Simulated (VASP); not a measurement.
# Sr (P6_3/mmc) in VASP: a series of runs

The runs below take Sr through single point, with PBEsol.

Program: VASP 6.6.1. These are calculated values, not measurements. Logs are shortened: lines on timing, memory, paths and dates and some standing lists are left out, and cuts for length are marked.

### Step 1. The cell of the first run

Symmetry: P6_3/mmc, No. 194, hexagonal system. Conventional cell: a = 4.245 Å, b = 4.245 Å, c = 7.261 Å, α = 90.00°, β = 90.00°, γ = 120.00°. Within 5.6 Å of Sr (site symmetry -6m2) lie 12 Sr at 4.25 to 4.38 Å.

This isn't the form of Sr at room conditions, which is fcc.

### Step 2. Single point, PBEsol (strain -0.015 along x and y, +0.030 along z)

Input file INCAR:

```
ALGO = Fast ; EDIFF = 1E-7
ENCUT = 520 ; GGA = PS
ISIF = 2 ; ISMEAR = 0
LASPH = T ; LCHARG = F
LREAL = F ; LWAVE = F
NBANDS = 17 ; NELM = 60
PREC = Accurate ; SIGMA = 0.15
```

Input file KPOINTS:

```
k-points
0
Gamma
  15 15 8
```

Input file POSCAR:

```
Sr
1.0
    4.2453502174      0.0000000000      0.0000000000
   -2.1226751087      3.6765811362      0.0000000000
    0.0000000000      0.0000000000      7.2615000000
Sr
2
Direct
    0.3333333333      0.6666666667      0.2500000000
    0.6666666667      0.3333333333      0.7500000000
```

Potentials or basis: VASP PAW PBE potentials, release 64 (Sr_sv).

The run is started by

```
> cat potpaw_PBE.64/Sr_sv/POTCAR > POTCAR
> mpirun -np 1 vasp_std > vasp.out
```

OUTCAR:

```text
EDIFF = 1E-7
   ENCUT = 520
   GGA = PS
   ISIF = 2
   ISMEAR = 0
   LASPH = T
   LREAL = F
   NELM = 60
   PREC = Accurate

 ion  position               nearest neighbor table
   1  0.333  0.667  0.250-   2 4.38   2 4.38   2 4.38   2 4.38   2 4.38   2 4.38
   2  0.667  0.333  0.750-   1 4.38   1 4.38   1 4.38   1 4.38   1 4.38   1 4.38

  LATTYP: Found a hexagonal cell.
 ALAT       =     4.2453502174
 C/A-ratio  =     1.7104595918

  Lattice vectors:

 A1 = (   4.2453502174,   0.0000000000,   0.0000000000)
 A2 = (  -2.1226751087,   3.6765811362,   0.0000000000)
 A3 = (   0.0000000000,   0.0000000000,   7.2615000000)

Analysis of symmetry for initial positions (statically):
=====================================================================
 Subroutine PRICEL returns:
 Original cell was already a primitive cell.

 Routine SETGRP: Setting up the symmetry group for a
 hexagonal supercell.

 Subroutine GETGRP returns: Found 24 space group operations
 (whereof 12 operations were pure point group operations)
 out of a pool of 24 trial point group operations.

The static configuration has the point symmetry D_3d.
 The point group associated with its full space group is D_6h.

Analysis of symmetry for dynamics (positions and initial velocities):
=====================================================================
 Subroutine PRICEL returns:
 Original cell was already a primitive cell.

 Routine SETGRP: Setting up the symmetry group for a
 hexagonal supercell.

 Subroutine GETGRP returns: Found 24 space group operations
 (whereof 12 operations were pure point group operations)
 out of a pool of 24 trial point group operations.

The dynamic configuration has the point symmetry D_3d.
 The point group associated with its full space group is D_6h.

 Subroutine INISYM returns: Found 24 space group operations
 (whereof 12 operations are pure point group operations),
 and found     1 'primitive' translations

----------------------------------------------------------------------------------------

                                     Primitive cell

  volume of cell :     113.3402

  direct lattice vectors                    reciprocal lattice vectors
     4.245350217  0.000000000  0.000000000     0.235551827  0.135995911  0.000000000
    -2.122675109  3.676581136  0.000000000     0.000000000  0.271991821  0.000000000
     0.000000000  0.000000000  7.261500000     0.000000000  0.000000000  0.137712594

  length of vectors
     4.245350217  4.245350217  7.261500000     0.271991821  0.271991821  0.137712594

  position of ions in fractional coordinates (direct lattice)
     0.333333333  0.666666667  0.250000000
     0.666666667  0.333333333  0.750000000

  ion indices of the primitive-cell ions
   primitive index   ion index
                 1           1
                 2           2

----------------------------------------------------------------------------------------

 KPOINTS: k-points

Automatic generation of k-mesh.
 Grid dimensions read from file:
 generate k-points for:   15   15    8

 Generating k-lattice:

  Cartesian coordinates                     Fractional coordinates (reciprocal lattice)
     0.015703455  0.009066394  0.000000000     0.066666667 -0.000000000  0.000000000
     0.000000000  0.018132788  0.000000000     0.000000000  0.066666667  0.000000000
     0.000000000  0.000000000  0.017214074     0.000000000  0.000000000  0.125000000

  Length of vectors
     0.018132788  0.018132788  0.017214074

  Shift w.r.t. Gamma in fractional coordinates (k-lattice)
     0.000000000  0.000000000  0.000000000

 Subroutine IBZKPT returns following result:
 ===========================================

 Found    135 irreducible k-points:

 Following reciprocal coordinates:
            Coordinates               Weight
  0.000000  0.000000  0.000000      1.000000
  0.066667 -0.000000  0.000000      6.000000
  0.133333  0.000000  0.000000      6.000000
  0.200000  0.000000  0.000000      6.000000
  0.266667  0.000000  0.000000      6.000000
  0.333333  0.000000  0.000000      6.000000
[... 16 lines left out ...]
  0.333333  0.200000  0.000000     12.000000
  0.400000  0.200000  0.000000      6.000000
 [... further k-points ...]
   k-points           NKPTS =    135   k-points in BZ     NKDIM =    135   number of bands    NBANDS=     17
   number of dos      NEDOS =    301   number of ions     NIONS =      2
   total plane-waves  NPLWV =  55296
   dimension x,y,z NGX =    32 NGY =   32 NGZ =   54
   dimension x,y,z NGXF=    64 NGYF=   64 NGZF=  108
   ions per type =               2
   NGX,Y,Z   is equivalent  to a cutoff of  12.53, 12.53, 12.36 a.u.
   NGXF,Y,Z  is equivalent  to a cutoff of  25.06, 25.06, 24.73 a.u.
 SYSTEM =  unknown system
   PREC   = accura    normal or accurate (medium, high low for compatibility)
   ISTART =      0    job   : 0-new  1-cont  2-samecut
   ICHARG =      2    charge: 1-file 2-atom 10-const
   ISPIN  =      1    spin polarized calculation?
   LNONCOLLINEAR =      F non collinear calculations
   LSORBIT =      F    spin-orbit coupling
   LASPH  =      T    aspherical Exc in radial PAW
   ENCUT  =  520.0 eV  38.22 Ry    6.18 a.u.   7.89  7.89 13.50*2*pi/ulx,y,z
   NELM   =     60;   NELMIN=  2; NELMDL= -5     # of ELM steps
   EDIFF  = 0.1E-06   stopping-criterion for ELM
   LREAL  =      F    real-space projection
   EDIFFG = 0.1E-05   stopping-criterion for IOM
   NSW    =      0    number of steps for IOM
   IBRION =     -1    ionic relax: 0-MD 1-quasi-New 2-CG
   NFREE  =      0    steps in history (QN), initial steepest desc. (CG)
   ISIF   =      2    stress and relaxation
   ISYM   =      2    0-nonsym 1-usesym 2-fastsym
   POTIM  = 0.5000    time-step for ionic-motion
   TEBEG  =    0.0;   TEEND  =   0.0 temperature during run
   PSTRESS=    0.0 pullay stress
   NELECT =      20.0000    total number of electrons
   NUPDOWN=      -1.0000    fix difference up-down
   EMIN   =  10.00;   EMAX   =-10.00  energy-range for DOS
   EFERMI =   0.00;   METHOD = LEGACY
   ISMEAR =     0;   SIGMA  =   0.15  broadening in eV -4-tet -1-fermi 0-gaus
   EFERMI_NEDOS =   21; number of points for ismear=-14 and -15
   IALGO  =     68    algorithm
   IMIX   =      4    mixing-type and parameters
     AMIX     =   0.40;   BMIX     =  1.00
     AMIX_MAG =   1.60;   BMIX_MAG =  1.00
  volume/ion in A,a.u.               =      56.67       382.43
  Fermi-wavevector in a.u.,A,eV,Ry     =   0.918241  1.735224 11.471985  0.843167
  Thomas-Fermi vector in A             =   2.043301
   LORBIT       =      0    0 simple, 1 ext, 2 COOP (PROOUT), +10 PAW based schemes
   GGA     = PS    functional components
   LHFCALC =     F    Hartree Fock is set to
   AEXX    =    0.0000 exact exchange contribution
   IVDW    =     0    specifies the selected vdW correction
   LEPSILON=     F    determine dielectric tensor
   LRPA    =     F    only Hartree local field effects (RPA)
 non-spin polarized calculation
 RMM-DIIS sequential band-by-band and
 Gauss-broadening in eV      SIGMA  =   0.15
  energy-cutoff  :      520.00
  volume of cell :      113.34
 maximum number of plane-waves:      3087
 NGX is ok and might be reduce to    32
   NGX = 15   NGY = 15   NGZ = 27

 number of electron      20.0000000 magnetization

 Free energy of the ion-electron system (eV)
  ---------------------------------------------------
  ext. energy  EPLUGINS =         0.00000000
  ---------------------------------------------------
  free energy    TOTEN  =        -3.65284116 eV

  energy without entropy =       -3.62538375  energy(sigma->0) =       -3.63911246

 E-fermi :   1.3952     XC(G=0):  -7.3394

 val. band max:        1.3791671619   @ k =   0.3333   0.0000   0.0000
 cond. band min:       1.3956785128   @ k =   0.3333   0.0667   0.0000
 fundamental gap:      0.0165113509
 Fermi energy:         1.3952282779

 k-point     1 :       0.0000    0.0000    0.0000
  band No.  band energies     occupation
      1     -35.2042      2.00000
      2     -35.1945      2.00000
      3     -17.2677      2.00000
      4     -17.1272      2.00000
      5     -17.1272      2.00000
      6     -17.1113      2.00000
[... 9 lines left out ...]
     16       4.0467      0.00000
     17       4.7329      0.00000

 k-point     2 :       0.0667   -0.0000    0.0000
  band No.  band energies     occupation
      1     -35.2037      2.00000
      2     -35.1941      2.00000
      3     -17.2652      2.00000
      4     -17.1341      2.00000
      5     -17.1292      2.00000
      6     -17.1155      2.00000
[... 9 lines left out ...]
     16       4.1089      0.00000
     17       4.6439      0.00000

 k-point     3 :       0.1333    0.0000    0.0000
  band No.  band energies     occupation
      1     -35.2022      2.00000
      2     -35.1932      2.00000
      3     -17.2580      2.00000
      4     -17.1536      2.00000
      5     -17.1354      2.00000
      6     -17.1348      2.00000
[... 9 lines left out ...]
     16       4.2707      0.00000
     17       4.4754      0.00000

 k-point     4 :       0.2000    0.0000    0.0000
  band No.  band energies     occupation
      1     -35.1999      2.00000
      2     -35.1918      2.00000
      3     -17.2469      2.00000
      4     -17.1824      2.00000
      5     -17.1642      2.00000
      6     -17.1430      2.00000
[... 9 lines left out ...]
     16       4.2337      0.00000
     17       4.2675      0.00000
[... 343 lines left out ...]
      1     -35.1918      2.00000
      2     -35.1879      2.00000
      3     -17.2518      2.00000
      4     -17.2413      2.00000
      5     -17.2000      2.00000
      6     -17.1855      2.00000
[... 9 lines left out ...]
     16       4.7364      0.00000
     17       4.9559      0.00000

 k-point    23 :       0.3333    0.2000    0.0000
  band No.  band energies     occupation
      1     -35.1902      2.00000
      2     -35.1876      2.00000
      3     -17.2644      2.00000
      4     -17.2461      2.00000
      5     -17.1981      2.00000
      6     -17.1876      2.00000
[... 9 lines left out ...]
     16       5.0690      0.00000
     17       5.3754      0.00000

 k-point    24 :       0.4000    0.2000    0.0000
  band No.  band energies     occupation
      1     -35.1895      2.00000
      2     -35.1875      2.00000
      3     -17.2688      2.00000
      4     -17.2472      2.00000
      5     -17.2033      2.00000
      6     -17.1817      2.00000
[... 9 lines left out ...]
     16       4.9658      0.00000
     17       5.0853      0.00000

 [... further k-points ...]

------------------------ aborting loop because EDIFF is reached ----------------------------------------

  FORCE on cell =-STRESS in cart. coord.  units (eV):
  Direction    XX          YY          ZZ          XY          YZ          ZX
  --------------------------------------------------------------------------------------
  -------------------------------------------------------------------------------------
  Total       -0.3855432     -0.3855432     -0.9854047      0.0000000      0.0000000      0.0000000
  in kB       -5.4500393     -5.4500393    -13.9296819      0.0000000      0.0000000      0.0000000
  external PRESSURE =      -8.2765869 kB  Pullay stress =       0.0000000 kB

 VOLUME and BASIS-vectors are now :
 -----------------------------------------------------------------------------
  energy-cutoff  :      520.00
  volume of cell :      113.34
      direct lattice vectors                 reciprocal lattice vectors
     4.245350217  0.000000000  0.000000000     0.235551827  0.135995911  0.000000000
    -2.122675109  3.676581136  0.000000000     0.000000000  0.271991821  0.000000000
     0.000000000  0.000000000  7.261500000     0.000000000  0.000000000  0.137712594

 POSITION                                       TOTAL-FORCE (eV/Angst)
 -----------------------------------------------------------------------------------
     -0.00000      2.45105      1.81537         0.000000     -0.000000      0.000000
      2.12268      1.22553      5.44613        -0.000000      0.000000      0.000000
 -----------------------------------------------------------------------------------
    total drift:                               -0.000000      0.000000     -0.000000

  FREE ENERGIE OF THE ION-ELECTRON SYSTEM (eV)
  ---------------------------------------------------
  free  energy   TOTEN  =        -3.6528411580 eV

  energy  without entropy=       -3.6253837546  energy(sigma->0) =       -3.63911246
```

Run time: 9.4 min. Hardware: 1 thread of Oxide Virtual Turin-like, shared host; peak memory 0.34 GiB.

What came out:

```yaml
Free_energy: -3.6528 eV
Pressure: -0.8 GPa
Band_gap_on_the_k_mesh: zero (bands 10 and 11 overlap by 0.31 eV)
```

Levels at points of the mesh, in eV from the Fermi level:
| k point | band 6 | band 7 | band 8 | band 9 | band 10 | band 11 | band 12 | band 13 | band 14 | band 15 |
| --- | --- | --- | --- | --- | --- | --- | --- | --- | --- | --- |
| (0.00, 0.00, 0.00) | -18.51 | -18.50 | -18.50 | -3.61 | -1.27 | -0.12 | 2.04 | 2.32 | 2.32 | 2.65 |
| (0.00, 0.00, 0.50) | -18.51 | -18.51 | -18.51 | -2.76 | -2.76 | 1.10 | 1.10 | 2.34 | 2.34 | 2.34 |

Caveat: the cell differs from its parent crystal (strain -0.015 along x and y, +0.030 along z); the PAW data sets were made with another functional, which shifts forces and pressure a little.

### Step 3. Single point, PBEsol (strain +0.015 along x and y, -0.030 along z)

Input file INCAR:

```
PREC     = Accurate       # precision mode
ENCUT    = 520            # plane-wave cutoff, eV
EDIFF    = 1E-6           # SCF threshold, eV
ISMEAR   = 0              # smearing method
SIGMA    = 0.15           # smearing width, eV
LREAL    = F              # projectors in reciprocal space
LASPH    = T              # aspherical terms in the spheres
NELM     = 80             # most SCF steps
ALGO     = Fast           # electronic algorithm
ISIF     = 2              # what is computed and relaxed
LWAVE    = F              # write WAVECAR
LCHARG   = F              # write CHGCAR
GGA      = PS             # functional
NBANDS   = 17             # bands
```

Input file KPOINTS:

```
regular mesh
0
Gamma
  15 15 8
```

Input file POSCAR:

```
Sr
1.0
    4.3746502240      0.0000000000      0.0000000000
   -2.1873251120      3.7885582266      0.0000000000
    0.0000000000      0.0000000000      6.8385000000
Sr
2
Direct
    0.3333333333      0.6666666667      0.2500000000
    0.6666666667      0.3333333333      0.7500000000
```

Potentials or basis: VASP PAW PBE potentials, release 64 (Sr_sv).

The run is started by

```
> cat potpaw_PBE.64/Sr_sv/POTCAR > POTCAR
> mpirun -np 1 vasp_std > vasp.out
```

OUTCAR:

```text
PREC = Accurate
   ENCUT = 520
   EDIFF = 1E-6
   ISMEAR = 0
   LREAL = F
   LASPH = T
   NELM = 80
   ISIF = 2
   GGA = PS

 ion  position               nearest neighbor table
   1  0.333  0.667  0.250-   2 4.25   2 4.25   2 4.25   2 4.25   2 4.25   2 4.25
   2  0.667  0.333  0.750-   1 4.25   1 4.25   1 4.25   1 4.25   1 4.25   1 4.25

  LATTYP: Found a hexagonal cell.
 ALAT       =     4.3746502240
 C/A-ratio  =     1.5632106911

  Lattice vectors:

 A1 = (   4.3746502240,   0.0000000000,   0.0000000000)
 A2 = (  -2.1873251120,   3.7885582266,   0.0000000000)
 A3 = (   0.0000000000,   0.0000000000,   6.8385000000)

Analysis of symmetry for initial positions (statically):
=====================================================================
 Subroutine PRICEL returns:
 Original cell was already a primitive cell.

 Routine SETGRP: Setting up the symmetry group for a
 hexagonal supercell.

 Subroutine GETGRP returns: Found 24 space group operations
 (whereof 12 operations were pure point group operations)
[... 164 lines left out ...]
  free energy    TOTEN  =        -3.65102748 eV

  energy without entropy =       -3.62330224  energy(sigma->0) =       -3.63716486

 E-fermi :   1.4267     XC(G=0):  -7.3387

 val. band max:        1.4262608091   @ k =   0.3333   0.2667   0.0000
 cond. band min:       1.4405276233   @ k =   0.2667   0.2000   0.1250
 fundamental gap:      0.0142668142
 Fermi energy:         1.4266771658

 k-point     1 :       0.0000    0.0000    0.0000
  band No.  band energies     occupation
      1     -35.1961      2.00000
      2     -35.1813      2.00000
      3     -17.2957      2.00000
      4     -17.1355      2.00000
      5     -17.1355      2.00000
      6     -17.1040      2.00000
[... 457 lines left out ...]
      4     -17.2087      2.00000
      5     -17.2002      2.00000
      6     -17.1926      2.00000
[... 9 lines left out ...]
     16       4.8942      0.00000
     17       5.4704      0.00000

 [... further k-points ...]

------------------------ aborting loop because EDIFF is reached ----------------------------------------

  FORCE on cell =-STRESS in cart. coord.  units (eV):
  Direction    XX          YY          ZZ          XY          YZ          ZX
  --------------------------------------------------------------------------------------
  -------------------------------------------------------------------------------------
  Total       -0.7794705     -0.7794705     -0.1699988      0.0000000      0.0000000     -0.0000000
  in kB      -11.0187450    -11.0187450     -2.4031359      0.0000000      0.0000000     -0.0000000
  external PRESSURE =      -8.1468753 kB  Pullay stress =       0.0000000 kB

 VOLUME and BASIS-vectors are now :
 -----------------------------------------------------------------------------
  energy-cutoff  :      520.00
  volume of cell :      113.34
      direct lattice vectors                 reciprocal lattice vectors
     4.374650224  0.000000000  0.000000000     0.228589704  0.131976327  0.000000000
    -2.187325112  3.788558227  0.000000000     0.000000000  0.263952654  0.000000000
     0.000000000  0.000000000  6.838500000     0.000000000  0.000000000  0.146230899

 POSITION                                       TOTAL-FORCE (eV/Angst)
 -----------------------------------------------------------------------------------
     -0.00000      2.52571      1.70962        -0.000000     -0.000000      0.000000
      2.18733      1.26285      5.12887         0.000000      0.000000      0.000000
 -----------------------------------------------------------------------------------
    total drift:                               -0.000000      0.000000     -0.000000

  FREE ENERGIE OF THE ION-ELECTRON SYSTEM (eV)
  ---------------------------------------------------
  free  energy   TOTEN  =        -3.6510274836 eV

  energy  without entropy=       -3.6233022377  energy(sigma->0) =       -3.63716486
```

Run time: 7.3 min. Hardware: 1 thread of Oxide Virtual Turin-like, shared host; peak memory 0.36 GiB.

What came out:

```yaml
Free_energy: -3.6510 eV
Pressure: -0.8 GPa
Band_gap_on_the_k_mesh: zero (bands 10 and 11 overlap by 0.35 eV)
```

Stress tensor (GPa, compression positive):
```
-1.10  0.00  0.00
 0.00 -1.10  0.00
 0.00  0.00 -0.24
```

Caveat: the cell differs from its parent crystal (strain +0.015 along x and y, -0.030 along z); the PAW data sets were made with another functional, which shifts forces and pressure a little.

(Part 1 of 2 ends here.)
